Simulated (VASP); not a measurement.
C:

```xyz
2
Lattice="2.4698 0.0000 0.0000 -1.2349 2.1389 0.0000 0.0000 0.0000 2.4102" Properties=species:S:1:pos:R:3 pbc="T T T"
C     0.0000    1.4259    1.2051
C     1.2349    0.7130    1.2051
```

```yaml
Program: VASP 6.6.1
Task: relaxation of cell and atoms
Functional: PBE
Potentials_or_basis: VASP PAW PBE potentials, release 64 (C)
Cutoff: 600 eV
k_mesh: 6 × 6 × 8
Occupations: gaussian, width 0.1 eV
Spin: no spin polarisation
```

At the start: pressure 23.5 GPa; volume 6.37 Å³/atom.

**Question.** Where does the relaxation end?

**Answer.** Over 9 steps the energy falls by 443.9 meV/atom and the volume is 8.65 Å³/atom (+36.0 %); space group P6/mmm (No. 191, to 0.1 Å) before and after.

Step by step:
```csv
step,energy change (eV),largest force (eV/Å),pressure (GPa),volume (Å³)
1,0.0000,0.0000,23.49,12.73
2,-0.6084,0.0000,13.52,14.44
3,-0.8717,0.0000,9.54,16.69
4,-0.8728,0.0000,9.51,16.83
5,-0.7515,0.0000,-23.75,18.75
6,-0.8876,0.0000,-0.22,17.29
7,-0.8876,0.0000,0.13,17.28
8,-0.8876,0.0000,0.28,17.27
9,-0.8878,0.0000,0.20,17.31
```

Final structure:
```
C
1.0
     2.46577    0.00000    0.00000
    -1.23288    2.13542    0.00000
     0.00000    0.00000    3.28746
C
2
Direct
  0.33333 0.66667 0.50000
  0.66667 0.33333 0.50000
```

Caveat: the k points lie up to 0.49 Å⁻¹ apart in the final cell, too coarse for converged energies and pressures of a metal; the volume moved by over 15 % at a fixed basis, so the end points are rough; this functional lacks dispersion, which binds layers or chains, so the pressure and a relaxed spacing across them are unreliable.
